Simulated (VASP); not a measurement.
Runs of VASP 6.6.1 on BeS. The structure is that of space group F-43m (No. 216), or close to it. The cells are those of the table. 

```csv
task,cell,cutoff (eV),smearing,gap on the mesh (eV),pressure (GPa)
relaxation of cell and atoms,"relaxed from a = 3.429 Å, angles 60.0°, 2 atoms",600,gaussian 0.02 eV,2.92,0.0
relaxation of cell and atoms,"relaxed to 9 GPa from a = 3.421 Å, angles 60.0°, 2 atoms",600,gaussian 0.01 eV,2.72,9.0
single point,"a = 3.331 Å, angles 60.0°, 2 atoms",520,gaussian 0.01 eV,2.72,9.2
single point,"a = 3.421 Å, angles 60.0°, 2 atoms",520,gaussian 0.02 eV,(a),0.2
```

Alike in all rows: level PBEsol; potentials or basis VASP PAW PBE potentials, release 64 (Be, S); no spin polarisation; k mesh 8 × 8 × 8.

Task: Fill in the values left out.

Result: (a) 2.91.

Caveats: the PAW data sets were made with another functional, which shifts forces and pressure a little; the cell is relaxed towards a set pressure, so the enthalpy falls and the energy may rise (some runs).

A k mesh can miss the band edges.
